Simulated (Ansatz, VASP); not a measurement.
## Sb in VASP and in Ansatz

```
Sb
1.0
     3.18364    0.00000    0.00000
     0.00000    4.43279    0.00000
    -0.03968    0.00000    4.49226
Sb
2
Direct
  0.01139 0.25000 0.24117
  0.98861 0.75000 0.75883
```

Change from the starting cell: volume scaled by 1.06.

Alike in both runs: task single point; functional PBEsol; k mesh 9 × 6 × 6; occupations fermi-dirac, width 0.05 eV; no spin polarisation.

|  | VASP | Ansatz |
| --- | --- | --- |
| version | VASP 6.6.1 | Ansatz 0.2.0 |
| potentials or method | VASP PAW PBE potentials, release 64 (Sb), cutoff 520 eV | all-electron LAPW, scalar-relativistic |

VASP gave:

| Quantity | Value |
| --- | --- |
| gap on the k mesh at the Fermi level (eV) | none |
| pressure (GPa) | -4.7 |
| traceless stress, the component that is largest in VASP (GPa) | 0.46 |
| rms of the force components (eV/Å) | 0.029 |

Task: What did Ansatz give for the same quantities?

Result: gap on the k mesh at the Fermi level (eV): none; pressure (GPa): -4.8; traceless stress, the component that is largest in VASP (GPa): 0.47; rms of the force components (eV/Å): 0.033.

VASP's potentials were made for PBE, not for PBEsol. Atom by atom the forces differ by 0.004 eV/Å (rms over components). A gap of «none» marks a metal or a gap that the smearing closes. Ansatz ran all-electron here, and VASP with PAW potentials.

Spin-orbit coupling is off throughout.
